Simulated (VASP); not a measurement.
The system is PbS (Galena).

```
Pb S
1.0
     0.00000    2.96575    2.96575
     2.96575    0.00000    2.96575
     2.96575    2.96575    0.00000
Pb S
1 1
Direct
  0.00000 0.00000 0.00000
  0.50000 0.50000 0.50000
```

```yaml
Program: VASP 6.6.1
Task: relaxation of cell and atoms
Functional: BLYP
Dispersion: D4
Potentials_or_basis: VASP PAW PBE potentials, release 64 (Pb_d, S)
Cutoff: 600 eV
k_mesh: 8 × 8 × 8
Occupations: fermi-dirac, width 0.05 eV
Spin: no spin polarisation
```

At the start: pressure 2.0 GPa; volume 26.09 Å³/atom.

Task: Where does the relaxation end?

Result: Over 9 steps the energy falls by 36.8 meV/atom and the volume is 28.76 Å³/atom (+10.3 %); space group Fm-3m (No. 225, to 0.05 Å).

The path:
```
step  energy change (eV)  largest force (eV/Å)  pressure (GPa)  volume (Å³)
   1              0.0000                0.0000            1.99        52.17
   2             -0.0145                0.0000            0.73        54.66
   3             -0.0466                0.0000            5.73        56.27
   4             -0.0363                0.0000           -4.45        59.57
   5             -0.0697                0.0000           -2.14        58.06
   6             -0.0707                0.0000            2.36        57.12
   7             -0.0735                0.0000           -0.41        57.61
   8             -0.0736                0.0000            0.16        57.50
   9             -0.0736                0.0000            0.04        57.52
```

Final structure:
```
Pb S
1.0
     0.00000    3.06387    3.06387
     3.06387    0.00000    3.06387
     3.06387    3.06387    0.00000
Pb S
1 1
Direct
  0.00000 0.00000 0.00000
  0.50000 0.50000 0.50000
```

Caveat: the PAW data sets were made with another functional, which shifts forces and pressure a little; the volume moved by +10 % from the deposited cell, more than functionals usually miss.
